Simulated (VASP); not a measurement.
# Si (I4_1/amd) in VASP: a series of runs

The runs below take Si through single point, with PBE.

Everything below comes from runs of VASP 6.6.1. Logs are shortened: lines on timing, memory, paths and dates and some standing lists are left out, and cuts for length are marked.

## 1. The cell of the first run

Symmetry: I4_1/amd, No. 141, tetragonal system. Conventional cell: a = 3.945 Å, b = 3.945 Å, c = 5.390 Å, α = 90.00°, β = 90.00°, γ = 90.00°. Within 3.2 Å of Si (site symmetry -4m2) lie 4 Si at 2.39 Å.

## 2. Single point, PBE (strained cell)

Contents of INCAR:

```
ALGO = Normal ; EDIFF = 1E-6
ENCUT = 500 ; GGA = PE
GGA_COMPAT = F ; ISIF = 2
ISMEAR = 0 ; LASPH = T
LCHARG = F ; LREAL = F
LWAVE = F ; NBANDS = 11
NELM = 120 ; PREC = Accurate
SIGMA = 0.02
```

Contents of KPOINTS:

```
k-points
0
Gamma
  8 8 8
```

Contents of POSCAR:

```
Si
1.0
    0.0000000000      2.7898653532      2.6951006795
    2.7898653532      0.0000000000      2.6951006795
    2.7898653532      2.7898653532      0.0000000000
Si
2
Direct
    0.0000000000      0.0000000000      0.0000000000
    0.2500000000      0.2500000000      0.2500000000
```

Potentials or basis: VASP PAW PBE potentials, release 64 (Si).

The run is started by

```sh
$ cat potpaw_PBE.64/Si/POTCAR > POTCAR
$ mpirun -np 1 vasp_std > vasp.out
```

OUTCAR:

```text
EDIFF = 1E-6
   ENCUT = 500
   GGA = PE
   ISIF = 2
   ISMEAR = 0
   LASPH = T
   LREAL = F
   NELM = 120
   PREC = Accurate

 ion  position               nearest neighbor table
   1  0.000  0.000  0.000-   2 2.39   2 2.39   2 2.39   2 2.39
   2  0.250  0.250  0.250-   1 2.39   1 2.39   1 2.39   1 2.39

  LATTYP: Found a body centered tetragonal cell.
 ALAT       =     3.9454654197
 C/A-ratio  =     1.3661763026

  Lattice vectors:

 A1 = (   0.0000000000,  -2.7898653532,  -2.6951006795)
 A2 = (   0.0000000000,   2.7898653532,  -2.6951006795)
 A3 = (   2.7898653532,   0.0000000000,   2.6951006795)

Analysis of symmetry for initial positions (statically):
=====================================================================
 Subroutine PRICEL returns:
 Original cell was already a primitive cell.

 Routine SETGRP: Setting up the symmetry group for a
 body centered tetragonal supercell.

 Subroutine GETGRP returns: Found 16 space group operations
 (whereof  8 operations were pure point group operations)
 out of a pool of 16 trial point group operations.

The static configuration has the point symmetry D_2d.
 The point group associated with its full space group is D_4h.

Analysis of symmetry for dynamics (positions and initial velocities):
=====================================================================
 Subroutine PRICEL returns:
 Original cell was already a primitive cell.

 Routine SETGRP: Setting up the symmetry group for a
 body centered tetragonal supercell.

 Subroutine GETGRP returns: Found 16 space group operations
 (whereof  8 operations were pure point group operations)
 out of a pool of 16 trial point group operations.

The dynamic configuration has the point symmetry D_2d.
 The point group associated with its full space group is D_4h.

 Subroutine INISYM returns: Found 16 space group operations
 (whereof  8 operations are pure point group operations),
 and found     1 'primitive' translations

----------------------------------------------------------------------------------------

                                     Primitive cell

  volume of cell :      41.9538

  direct lattice vectors                    reciprocal lattice vectors
     0.000000000  2.789865353  2.695100679    -0.179220119  0.179220119  0.185521826
     2.789865353  0.000000000  2.695100679     0.179220119 -0.179220119  0.185521826
     2.789865353  2.789865353  0.000000000     0.179220119  0.179220119 -0.185521826

  length of vectors
     3.879035494  3.879035494  3.945465420     0.314098790  0.314098790  0.314098790

  position of ions in fractional coordinates (direct lattice)
     0.000000000  0.000000000  0.000000000
     0.250000000  0.250000000  0.250000000

  ion indices of the primitive-cell ions
   primitive index   ion index
                 1           1
                 2           2

----------------------------------------------------------------------------------------

 KPOINTS: k-points

Automatic generation of k-mesh.
 Grid dimensions read from file:
 generate k-points for:    8    8    8

 Generating k-lattice:

  Cartesian coordinates                     Fractional coordinates (reciprocal lattice)
    -0.022402515  0.022402515  0.023190228     0.125000000  0.000000000  0.000000000
     0.022402515 -0.022402515  0.023190228     0.000000000  0.125000000  0.000000000
     0.022402515  0.022402515 -0.023190228     0.000000000  0.000000000  0.125000000

  Length of vectors
     0.039262349  0.039262349  0.039262349

  Shift w.r.t. Gamma in fractional coordinates (k-lattice)
     0.000000000  0.000000000  0.000000000

 Subroutine IBZKPT returns following result:
 ===========================================

 Found     59 irreducible k-points:

 Following reciprocal coordinates:
            Coordinates               Weight
  0.000000  0.000000  0.000000      1.000000
  0.125000  0.000000  0.000000      8.000000
  0.250000  0.000000  0.000000      8.000000
  0.375000 -0.000000  0.000000      8.000000
  0.500000  0.000000  0.000000      4.000000
  0.125000  0.125000  0.000000      2.000000
[... 16 lines left out ...]
  0.250000  0.000000  0.125000     16.000000
  0.375000 -0.000000  0.125000     16.000000
 [... further k-points ...]
   k-points           NKPTS =     59   k-points in BZ     NKDIM =     59   number of bands    NBANDS=     11
   number of dos      NEDOS =    301   number of ions     NIONS =      2
   total plane-waves  NPLWV =  23520
   dimension x,y,z NGX =    28 NGY =   28 NGZ =   30
   dimension x,y,z NGXF=    56 NGYF=   56 NGZF=   60
   ions per type =               2
   NGX,Y,Z   is equivalent  to a cutoff of  12.00, 12.00, 12.64 a.u.
   NGXF,Y,Z  is equivalent  to a cutoff of  24.00, 24.00, 25.28 a.u.
 SYSTEM =  unknown system
   PREC   = accura    normal or accurate (medium, high low for compatibility)
   ISTART =      0    job   : 0-new  1-cont  2-samecut
   ICHARG =      2    charge: 1-file 2-atom 10-const
   ISPIN  =      1    spin polarized calculation?
   LNONCOLLINEAR =      F non collinear calculations
   LSORBIT =      F    spin-orbit coupling
   LASPH  =      T    aspherical Exc in radial PAW
   ENCUT  =  500.0 eV  36.75 Ry    6.06 a.u.   7.07  7.07  7.19*2*pi/ulx,y,z
   NELM   =    120;   NELMIN=  2; NELMDL= -5     # of ELM steps
   EDIFF  = 0.1E-05   stopping-criterion for ELM
   LREAL  =      F    real-space projection
   EDIFFG = 0.1E-04   stopping-criterion for IOM
   NSW    =      0    number of steps for IOM
   IBRION =     -1    ionic relax: 0-MD 1-quasi-New 2-CG
   NFREE  =      0    steps in history (QN), initial steepest desc. (CG)
   ISIF   =      2    stress and relaxation
   ISYM   =      2    0-nonsym 1-usesym 2-fastsym
   POTIM  = 0.5000    time-step for ionic-motion
   TEBEG  =    0.0;   TEEND  =   0.0 temperature during run
   PSTRESS=    0.0 pullay stress
   NELECT =       8.0000    total number of electrons
   NUPDOWN=      -1.0000    fix difference up-down
   EMIN   =  10.00;   EMAX   =-10.00  energy-range for DOS
   EFERMI =   0.00;   METHOD = LEGACY
   ISMEAR =     0;   SIGMA  =   0.02  broadening in eV -4-tet -1-fermi 0-gaus
   EFERMI_NEDOS =   21; number of points for ismear=-14 and -15
   IALGO  =     38    algorithm
   IMIX   =      4    mixing-type and parameters
     AMIX     =   0.40;   BMIX     =  1.00
     AMIX_MAG =   1.60;   BMIX_MAG =  1.00
  volume/ion in A,a.u.               =      20.98       141.56
  Fermi-wavevector in a.u.,A,eV,Ry     =   0.942282  1.780655 12.080556  0.887896
  Thomas-Fermi vector in A             =   2.069876
   LORBIT       =      0    0 simple, 1 ext, 2 COOP (PROOUT), +10 PAW based schemes
   GGA     = PE    functional components
   LHFCALC =     F    Hartree Fock is set to
   AEXX    =    0.0000 exact exchange contribution
   IVDW    =     0    specifies the selected vdW correction
   LEPSILON=     F    determine dielectric tensor
   LRPA    =     F    only Hartree local field effects (RPA)
 non-spin polarized calculation
 Gauss-broadening in eV      SIGMA  =   0.02
  energy-cutoff  :      500.00
  volume of cell :       41.95
 maximum number of plane-waves:      1088
   NGX = 15   NGY = 15   NGZ = 15

 number of electron       8.0000000 magnetization

 Free energy of the ion-electron system (eV)
  ---------------------------------------------------
  ext. energy  EPLUGINS =         0.00000000
  ---------------------------------------------------
  free energy    TOTEN  =       -10.82908915 eV

  energy without entropy =      -10.82908915  energy(sigma->0) =      -10.82908915

 E-fermi :   5.6909     XC(G=0):  -9.2281

 val. band max:        5.5200722711   @ k =   0.0000   0.0000   0.0000
 cond. band min:       5.8540937653   @ k =   0.3750   0.3750   0.0000
 fundamental gap:      0.3340214942
 Fermi energy:         5.6909039895

 k-point     1 :       0.0000    0.0000    0.0000
  band No.  band energies     occupation
      1      -6.2764      2.00000
      2       5.2911      2.00000
      3       5.2911      2.00000
      4       5.5201      2.00000
      5       7.8297      0.00000
      6       7.9604      0.00000
      7       7.9604      0.00000
      8       8.1960      0.00000
      9      12.7635      0.00000
     10      13.1446      0.00000
     11      13.3466      0.00000

 k-point     2 :       0.1250    0.0000    0.0000
  band No.  band energies     occupation
      1      -6.0803      2.00000
      2       3.7774      2.00000
      3       5.0021      2.00000
      4       5.1862      2.00000
      5       7.7085      0.00000
      6       8.2971      0.00000
      7       8.3542      0.00000
      8       9.6791      0.00000
      9      12.3680      0.00000
     10      12.8174      0.00000
     11      13.9091      0.00000

 k-point     3 :       0.2500    0.0000    0.0000
  band No.  band energies     occupation
      1      -5.5090      2.00000
      2       1.5243      2.00000
      3       4.5200      2.00000
      4       4.7577      2.00000
      5       7.2117      0.00000
      6       8.7947      0.00000
      7       8.8864      0.00000
      8      11.8866      0.00000
      9      12.4796      0.00000
     10      12.6208      0.00000
     11      14.2518      0.00000
[... 267 lines left out ...]
 k-point    23 :       0.2500    0.0000    0.1250
  band No.  band energies     occupation
      1      -5.5742      2.00000
      2       2.1658      2.00000
      3       4.0834      2.00000
      4       4.2275      2.00000
      5       7.5837      0.00000
      6       8.8354      0.00000
      7       9.7605      0.00000
      8      10.0462      0.00000
      9      12.4372      0.00000
     10      13.5717      0.00000
     11      15.1902      0.00000

 k-point    24 :       0.3750   -0.0000    0.1250
  band No.  band energies     occupation
      1      -4.7982      2.00000
      2       0.2097      2.00000
      3       3.5072      2.00000
      4       3.9401      2.00000
      5       7.6218      0.00000
      6       8.7881      0.00000
      7       9.8569      0.00000
      8      10.8531      0.00000
      9      14.4033      0.00000
     10      14.5477      0.00000
     11      15.0262      0.00000

 [... further k-points ...]

------------------------ aborting loop because EDIFF is reached ----------------------------------------

  FORCE on cell =-STRESS in cart. coord.  units (eV):
  Direction    XX          YY          ZZ          XY          YZ          ZX
  --------------------------------------------------------------------------------------
  -------------------------------------------------------------------------------------
  Total       -0.8488078     -0.8488078     -0.0264414      0.0000000      0.0000000      0.0000000
  in kB      -32.4151808    -32.4151808     -1.0097711      0.0000000      0.0000000      0.0000000
  external PRESSURE =     -21.9467109 kB  Pullay stress =       0.0000000 kB

 VOLUME and BASIS-vectors are now :
 -----------------------------------------------------------------------------
  energy-cutoff  :      500.00
  volume of cell :       41.95
      direct lattice vectors                 reciprocal lattice vectors
     0.000000000  2.789865353  2.695100679    -0.179220119  0.179220119  0.185521826
     2.789865353  0.000000000  2.695100679     0.179220119 -0.179220119  0.185521826
     2.789865353  2.789865353  0.000000000     0.179220119  0.179220119 -0.185521826

 POSITION                                       TOTAL-FORCE (eV/Angst)
 -----------------------------------------------------------------------------------
      0.00000      0.00000      0.00000        -0.000000     -0.000000     -0.000000
      1.39493      1.39493      1.34755         0.000000      0.000000      0.000000
 -----------------------------------------------------------------------------------
    total drift:                                0.000000      0.000000     -0.000000

  FREE ENERGIE OF THE ION-ELECTRON SYSTEM (eV)
  ---------------------------------------------------
  free  energy   TOTEN  =       -10.8290891480 eV

  energy  without entropy=      -10.8290891480  energy(sigma->0) =      -10.82908915
```

It took 29 s on 1 thread of Intel Xeon 8259CL, shared host; peak memory 0.16 GiB.

Results:

```
Free energy            : -10.8291 eV
Pressure               : -2.2 GPa
Band gap on the k mesh : 0.33 eV, indirect (least direct gap 2.31 eV)
```

Caveat: the cell differs from its parent crystal (strained cell). A k mesh can miss the band edges.

(Part 1 of 2 ends here.)
